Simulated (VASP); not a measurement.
# ZnS (P6_3mc) in VASP: a series of runs

ZnS is run at these levels: PBEsol; tasks: single point.

Everything below comes from runs of VASP 6.6.1. Logs are shortened: lines on timing, memory, paths and dates and some standing lists are left out, and cuts for length are marked.

### 1 The cell of the first run

Symmetry: P6_3mc, No. 186, hexagonal system. Conventional cell: a = 3.785 Å, b = 3.785 Å, c = 12.393 Å, α = 90.00°, β = 90.00°, γ = 120.00°. Zn (site symmetry 3m) has 4 S at 2.25 to 2.57 Å within 3.0 Å. Within 3.0 Å of Zn (site symmetry 3m) lie 4 S at 2.25 to 2.57 Å. Within 3.0 Å of S (site symmetry 3m) lie 4 Zn at 2.25 to 2.57 Å. S (site symmetry 3m) has 4 Zn at 2.25 to 2.57 Å within 3.0 Å.

### 2 Single point, PBEsol (all Zn atoms moved -0.250 Å, as atom 1 along Cartesian [0 0 1])

The input, INCAR:

```
PREC = Accurate
ENCUT = 520
EDIFF = 1E-6
ISMEAR = 0
SIGMA = 0.05
LREAL = False
LASPH = True
NELM = 60
ALGO = Normal
ISIF = 2
LWAVE = False
LCHARG = True
GGA = PS
LELF = True
LVHAR = True
NBANDS = 46
```

The input, KPOINTS:

```
regular mesh
0
Gamma
  12 12 4
```

The input, POSCAR:

```
ZnS
1.0
    3.7846846186      0.0000000000      0.0000000000
   -1.8923423093      3.2776330250      0.0000000000
    0.0000000000      0.0000000000     12.3926922670
Zn S
4 4
Direct
    0.0000000000      0.0000000000     -0.0200308628
    0.0000000000      0.0000000000      0.4799691372
    0.3333333333      0.6666666667      0.2298945931
    0.6666666667      0.3333333333      0.7298945931
    0.0000000000      0.0000000000      0.1872166306
    0.0000000000      0.0000000000      0.6872166306
    0.3333333333      0.6666666667      0.4375732810
    0.6666666667      0.3333333333      0.9375732810
```

Potentials or basis: VASP PAW PBE potentials, release 64 (Zn, S).

The run is started by

```sh
cat potpaw_PBE.64/Zn/POTCAR potpaw_PBE.64/S/POTCAR > POTCAR
mpirun -np 1 vasp_std > vasp.out
```

OUTCAR:

```text
PREC = Accurate
   ENCUT = 520
   EDIFF = 1E-6
   ISMEAR = 0
   LREAL = False
   LASPH = True
   NELM = 60
   ISIF = 2
   GGA = PS

 ion  position               nearest neighbor table
   1  0.000  0.000  0.980-   8 2.25   8 2.25   8 2.25   5 2.57
   2  0.000  0.000  0.480-   7 2.25   7 2.25   7 2.25   6 2.57
   3  0.333  0.667  0.230-   5 2.25   5 2.25   5 2.25   7 2.57
   4  0.667  0.333  0.730-   6 2.25   6 2.25   6 2.25   8 2.57
   5  0.000  0.000  0.187-   3 2.25   3 2.25   3 2.25   1 2.57
   6  0.000  0.000  0.687-   4 2.25   4 2.25   4 2.25   2 2.57
   7  0.333  0.667  0.438-   2 2.25   2 2.25   2 2.25   3 2.57
   8  0.667  0.333  0.938-   1 2.25   1 2.25   1 2.25   4 2.57

  LATTYP: Found a hexagonal cell.
 ALAT       =     3.7846846186
 C/A-ratio  =     3.2744319582

  Lattice vectors:

 A1 = (   3.7846846186,   0.0000000000,   0.0000000000)
 A2 = (  -1.8923423093,   3.2776330250,   0.0000000000)
 A3 = (   0.0000000000,   0.0000000000,  12.3926922670)

Analysis of symmetry for initial positions (statically):
=====================================================================
 Subroutine PRICEL returns:
 Original cell was already a primitive cell.

 Routine SETGRP: Setting up the symmetry group for a
 hexagonal supercell.

 Subroutine GETGRP returns: Found 12 space group operations
 (whereof  6 operations were pure point group operations)
 out of a pool of 24 trial point group operations.

The static configuration has the point symmetry C_3v.
 The point group associated with its full space group is C_6v.

Analysis of symmetry for dynamics (positions and initial velocities):
=====================================================================
 Subroutine PRICEL returns:
 Original cell was already a primitive cell.

 Routine SETGRP: Setting up the symmetry group for a
 hexagonal supercell.

 Subroutine GETGRP returns: Found 12 space group operations
 (whereof  6 operations were pure point group operations)
 out of a pool of 24 trial point group operations.

The dynamic configuration has the point symmetry C_3v.
 The point group associated with its full space group is C_6v.

 Subroutine INISYM returns: Found 12 space group operations
 (whereof  6 operations are pure point group operations),
 and found     1 'primitive' translations

----------------------------------------------------------------------------------------

                                     Primitive cell

  volume of cell :     153.7290

  direct lattice vectors                    reciprocal lattice vectors
     3.784684619  0.000000000  0.000000000     0.264222809  0.152549110  0.000000000
    -1.892342309  3.277633025  0.000000000     0.000000000  0.305098219  0.000000000
     0.000000000  0.000000000 12.392692267     0.000000000  0.000000000  0.080692716

  length of vectors
     3.784684619  3.784684619 12.392692267     0.305098219  0.305098219  0.080692716

  position of ions in fractional coordinates (direct lattice)
     0.000000000  0.000000000  0.979969137
     0.000000000  0.000000000  0.479969137
     0.333333333  0.666666667  0.229894593
     0.666666667  0.333333333  0.729894593
     0.000000000  0.000000000  0.187216631
     0.000000000  0.000000000  0.687216631
     0.333333333  0.666666667  0.437573281
     0.666666667  0.333333333  0.937573281

  ion indices of the primitive-cell ions
   primitive index   ion index
                 1           1
                 2           2
                 3           3
                 4           4
                 5           5
                 6           6
                 7           7
                 8           8

----------------------------------------------------------------------------------------

 KPOINTS: regular mesh

Automatic generation of k-mesh.
 Grid dimensions read from file:
 generate k-points for:   12   12    4

 Generating k-lattice:

  Cartesian coordinates                     Fractional coordinates (reciprocal lattice)
     0.022018567  0.012712426  0.000000000     0.083333333  0.000000000  0.000000000
     0.000000000  0.025424852  0.000000000     0.000000000  0.083333333  0.000000000
     0.000000000  0.000000000  0.020173179     0.000000000  0.000000000  0.250000000

  Length of vectors
     0.025424852  0.025424852  0.020173179

  Shift w.r.t. Gamma in fractional coordinates (k-lattice)
     0.000000000  0.000000000  0.000000000

 Subroutine IBZKPT returns following result:
 ===========================================

 Found     57 irreducible k-points:

 Following reciprocal coordinates:
            Coordinates               Weight
  0.000000  0.000000  0.000000      1.000000
  0.083333  0.000000  0.000000      6.000000
  0.166667  0.000000  0.000000      6.000000
  0.250000  0.000000  0.000000      6.000000
  0.333333  0.000000  0.000000      6.000000
  0.416667  0.000000  0.000000      6.000000
[... 16 lines left out ...]
  0.250000  0.000000  0.250000     12.000000
  0.333333  0.000000  0.250000     12.000000
 [... further k-points ...]
   k-points           NKPTS =     57   k-points in BZ     NKDIM =     57   number of bands    NBANDS=     46
   number of dos      NEDOS =    301   number of ions     NIONS =      8
   total plane-waves  NPLWV =  75264
   dimension x,y,z NGX =    28 NGY =   28 NGZ =   96
   dimension x,y,z NGXF=    56 NGYF=   56 NGZF=  192
   ions per type =               4   4
   NGX,Y,Z   is equivalent  to a cutoff of  12.30, 12.30, 12.88 a.u.
   NGXF,Y,Z  is equivalent  to a cutoff of  24.60, 24.60, 25.76 a.u.
 SYSTEM =  unknown system
   PREC   = accura    normal or accurate (medium, high low for compatibility)
   ISTART =      0    job   : 0-new  1-cont  2-samecut
   ICHARG =      2    charge: 1-file 2-atom 10-const
   ISPIN  =      1    spin polarized calculation?
   LNONCOLLINEAR =      F non collinear calculations
   LSORBIT =      F    spin-orbit coupling
   LASPH  =      T    aspherical Exc in radial PAW
   ENCUT  =  520.0 eV  38.22 Ry    6.18 a.u.   7.04  7.04 23.04*2*pi/ulx,y,z
   NELM   =     60;   NELMIN=  2; NELMDL= -5     # of ELM steps
   EDIFF  = 0.1E-05   stopping-criterion for ELM
   LREAL  =      F    real-space projection
   EDIFFG = 0.1E-04   stopping-criterion for IOM
   NSW    =      0    number of steps for IOM
   IBRION =     -1    ionic relax: 0-MD 1-quasi-New 2-CG
   NFREE  =      0    steps in history (QN), initial steepest desc. (CG)
   ISIF   =      2    stress and relaxation
   ISYM   =      2    0-nonsym 1-usesym 2-fastsym
   POTIM  = 0.5000    time-step for ionic-motion
   TEBEG  =    0.0;   TEEND  =   0.0 temperature during run
   PSTRESS=    0.0 pullay stress
   NELECT =      72.0000    total number of electrons
   NUPDOWN=      -1.0000    fix difference up-down
   EMIN   =  10.00;   EMAX   =-10.00  energy-range for DOS
   EFERMI =   0.00;   METHOD = LEGACY
   ISMEAR =     0;   SIGMA  =   0.05  broadening in eV -4-tet -1-fermi 0-gaus
   EFERMI_NEDOS =   21; number of points for ismear=-14 and -15
   IALGO  =     38    algorithm
   IMIX   =      4    mixing-type and parameters
     AMIX     =   0.40;   BMIX     =  1.00
     AMIX_MAG =   1.60;   BMIX_MAG =  1.00
  volume/ion in A,a.u.               =      19.22       129.68
  Fermi-wavevector in a.u.,A,eV,Ry     =   1.271356  2.402514 21.991716  1.616346
  Thomas-Fermi vector in A             =   2.404293
   LORBIT       =      0    0 simple, 1 ext, 2 COOP (PROOUT), +10 PAW based schemes
   GGA     = PS    functional components
   LHFCALC =     F    Hartree Fock is set to
   AEXX    =    0.0000 exact exchange contribution
   IVDW    =     0    specifies the selected vdW correction
   LEPSILON=     F    determine dielectric tensor
   LRPA    =     F    only Hartree local field effects (RPA)
 non-spin polarized calculation
 Gauss-broadening in eV      SIGMA  =   0.05
  energy-cutoff  :      520.00
  volume of cell :      153.73
 maximum number of plane-waves:      4162
   NGX = 15   NGY = 15   NGZ = 47

 number of electron      71.9999996 magnetization

 Free energy of the ion-electron system (eV)
  ---------------------------------------------------
  ext. energy  EPLUGINS =         0.00000000
  ---------------------------------------------------
  free energy    TOTEN  =       -29.82700340 eV

  energy without entropy =      -29.82700340  energy(sigma->0) =      -29.82700340

 E-fermi :   2.5158     XC(G=0):  -9.9636

 val. band max:        2.3051671078   @ k =   0.0000   0.0000   0.0000
 cond. band min:       4.4633646702   @ k =   0.0000   0.0000   0.0000
 fundamental gap:      2.1581975624
 Fermi energy:         2.5158426977

 k-point     1 :       0.0000    0.0000    0.0000
  band No.  band energies     occupation
      1     -11.1343      2.00000
      2     -10.7380      2.00000
      3     -10.7074      2.00000
      4     -10.2378      2.00000
      5      -4.4070      2.00000
      6      -4.4070      2.00000
[... 38 lines left out ...]
     45       8.8336      0.00000
     46       8.9719      0.00000

 k-point     2 :       0.0833    0.0000    0.0000
  band No.  band energies     occupation
      1     -11.0826      2.00000
      2     -10.6935      2.00000
      3     -10.6627      2.00000
      4     -10.2044      2.00000
      5      -4.4114      2.00000
      6      -4.4071      2.00000
[... 38 lines left out ...]
     45       8.8328      0.00000
     46       8.8618      0.00000

 k-point     3 :       0.1667    0.0000    0.0000
  band No.  band energies     occupation
      1     -10.9341      2.00000
      2     -10.5678      2.00000
      3     -10.5366      2.00000
      4     -10.1128      2.00000
      5      -4.4193      2.00000
      6      -4.4112      2.00000
[... 38 lines left out ...]
     45       8.8045      0.00000
     46       9.2442      0.00000

 k-point     4 :       0.2500    0.0000    0.0000
  band No.  band energies     occupation
      1     -10.7106      2.00000
      2     -10.3853      2.00000
      3     -10.3536      2.00000
      4      -9.9894      2.00000
      5      -4.4158      2.00000
      6      -4.3981      2.00000
[... 920 lines left out ...]
     45       9.0278      0.00000
     46       9.2575      0.00000

 k-point    23 :       0.2500    0.0000    0.2500
  band No.  band energies     occupation
      1     -10.6859      2.00000
      2     -10.5049      2.00000
      3     -10.2283      2.00000
      4     -10.0198      2.00000
      5      -4.4150      2.00000
      6      -4.4052      2.00000
[... 38 lines left out ...]
     45       9.3363      0.00000
     46       9.6227      0.00000

 k-point    24 :       0.3333    0.0000    0.2500
  band No.  band energies     occupation
      1     -10.4312      2.00000
      2     -10.2821      2.00000
      3     -10.0596      2.00000
      4      -9.8986      2.00000
      5      -4.3854      2.00000
      6      -4.3696      2.00000
[... 38 lines left out ...]
     45      10.0267      0.00000
     46      10.0512      0.00000

 [... further k-points ...]

------------------------ aborting loop because EDIFF is reached ----------------------------------------

  FORCE on cell =-STRESS in cart. coord.  units (eV):
  Direction    XX          YY          ZZ          XY          YZ          ZX
  --------------------------------------------------------------------------------------
  -------------------------------------------------------------------------------------
  Total        3.9958689      3.9958689     -2.5461092      0.0000000      0.0000000      0.0000000
  in kB       41.6453130     41.6453130    -26.5357839      0.0000000      0.0000000      0.0000000
  external PRESSURE =      18.9182807 kB  Pullay stress =       0.0000000 kB

 VOLUME and BASIS-vectors are now :
 -----------------------------------------------------------------------------
  energy-cutoff  :      520.00
  volume of cell :      153.73
      direct lattice vectors                 reciprocal lattice vectors
     3.784684619  0.000000000  0.000000000     0.264222809  0.152549110  0.000000000
    -1.892342309  3.277633025  0.000000000     0.000000000  0.305098219  0.000000000
     0.000000000  0.000000000 12.392692267     0.000000000  0.000000000  0.080692716

 POSITION                                       TOTAL-FORCE (eV/Angst)
 -----------------------------------------------------------------------------------
      0.00000      0.00000     12.14446        -0.000000      0.000000      0.824963
      0.00000      0.00000      5.94811         0.000000     -0.000000      0.824963
     -0.00000      2.18509      2.84901         0.000000     -0.000000      0.839540
      1.89234      1.09254      9.04536        -0.000000      0.000000      0.839540
      0.00000      0.00000      2.32012        -0.000000      0.000000     -0.844808
      0.00000      0.00000      8.51646         0.000000     -0.000000     -0.844808
     -0.00000      2.18509      5.42271        -0.000000      0.000000     -0.819695
      1.89234      1.09254     11.61906         0.000000     -0.000000     -0.819695
 -----------------------------------------------------------------------------------
    total drift:                               -0.000002     -0.000003      0.005305

  FREE ENERGIE OF THE ION-ELECTRON SYSTEM (eV)
  ---------------------------------------------------
  free  energy   TOTEN  =       -29.8270034048 eV

  energy  without entropy=      -29.8270034048  energy(sigma->0) =      -29.82700340
```

Wall time 7.3 min (1 thread of Oxide Virtual Turin-like, shared host); peak memory 0.42 GiB.

Results:

```yaml
Free_energy: -29.8270 eV
Pressure: 1.9 GPa
Largest_force: 0.845 eV/Å
Band_gap_on_the_k_mesh: 2.16 eV
```

Forces on the atoms (eV/Å):
```
Zn   0.000  0.000  0.825
Zn   0.000  0.000  0.825
Zn   0.000  0.000  0.840
Zn   0.000  0.000  0.840
S    0.000  0.000 -0.845
S    0.000  0.000 -0.845
S    0.000  0.000 -0.820
S    0.000  0.000 -0.820
```

Caveat: the cell differs from its parent crystal (all Zn atoms moved -0.250 Å, as atom 1 along Cartesian [0 0 1]); the stress differs along the axes, from -3 to 4 GPa; the PAW data sets were made with another functional, which shifts forces and pressure a little. A k mesh can miss the band edges.

### 3 Single point, PBEsol (all Zn atoms moved +0.125 Å, as atom 1 along Cartesian [0 0 1])

The input, INCAR:

```
SYSTEM = ZnS
PREC = Accurate
ENCUT = 520
EDIFF = 1E-7
ISMEAR = 0
SIGMA = 0.05
LREAL = .False.
LASPH = .True.
NELM = 60
ALGO = Normal
ISIF = 2
LWAVE = .False.
LCHARG = .False.
GGA = PS
NBANDS = 46
```

The input, KPOINTS:

```
Automatic mesh
0
Gamma
  12 12 4
  0 0 0
```

The input, POSCAR:

```
ZnS
1.0
    3.7846846186      0.0000000000      0.0000000000
   -1.8923423093      3.2776330250      0.0000000000
    0.0000000000      0.0000000000     12.3926922670
Zn S
4 4
Direct
    0.0000000000      0.0000000000      0.0102289057
    0.0000000000      0.0000000000      0.5102289057
    0.3333333333      0.6666666667      0.2601543616
    0.6666666667      0.3333333333      0.7601543616
    0.0000000000      0.0000000000      0.1872166306
    0.0000000000      0.0000000000      0.6872166306
    0.3333333333      0.6666666667      0.4375732810
    0.6666666667      0.3333333333      0.9375732810
```

Potentials or basis: VASP PAW PBE potentials, release 64 (Zn, S).

The run is started by

```sh
cat potpaw_PBE.64/Zn/POTCAR potpaw_PBE.64/S/POTCAR > POTCAR
mpirun -np 1 vasp_std > vasp.out
```

Run time: 8.8 min. Hardware: 1 thread of Oxide Virtual Turin-like, shared host; peak memory 0.42 GiB.

It converged, with:

```yaml
Free_energy: -30.1138 eV
Pressure: 0.8 GPa
Largest_force: 1.035 eV/Å
Band_gap_on_the_k_mesh: 2.07 eV
```

Forces in eV/Å, atoms in the order of the input:
```
Zn   0.000  0.000 -1.031
Zn   0.000  0.000 -1.031
Zn   0.000  0.000 -1.015
Zn   0.000  0.000 -1.015
S    0.000  0.000  1.035
S    0.000  0.000  1.035
S    0.000  0.000  1.011
S    0.000  0.000  1.011
```

Stress tensor (GPa, compression positive):
```
-1.59  0.00  0.00
 0.00 -1.59  0.00
 0.00  0.00  5.64
```

Levels at points of the mesh, in eV from the valence-band top:
| k point | band 33 | band 34 | band 35 | band 36 | band 37 | band 38 | band 39 | band 40 |
| --- | --- | --- | --- | --- | --- | --- | --- | --- |
| (0.00, 0.00, 0.00) | -0.56 | -0.27 | 0.00 | 0.00 | 2.07 | 3.28 | 3.42 | 3.64 |
| (0.50, 0.00, 0.00) | -1.65 | -1.64 | -1.40 | -0.75 | 3.04 | 3.08 | 3.65 | 4.24 |
| (0.00, 0.00, 0.50) | -0.18 | -0.18 | -0.18 | -0.18 | 2.95 | 2.95 | 3.38 | 3.38 |
| (0.50, 0.00, 0.50) | -1.85 | -1.85 | -1.04 | -1.04 | 3.51 | 3.51 | 3.86 | 3.86 |

Caveat: the cell differs from its parent crystal (all Zn atoms moved +0.125 Å, as atom 1 along Cartesian [0 0 1]); the stress differs along the axes, from -2 to 6 GPa; the PAW data sets were made with another functional, which shifts forces and pressure a little.
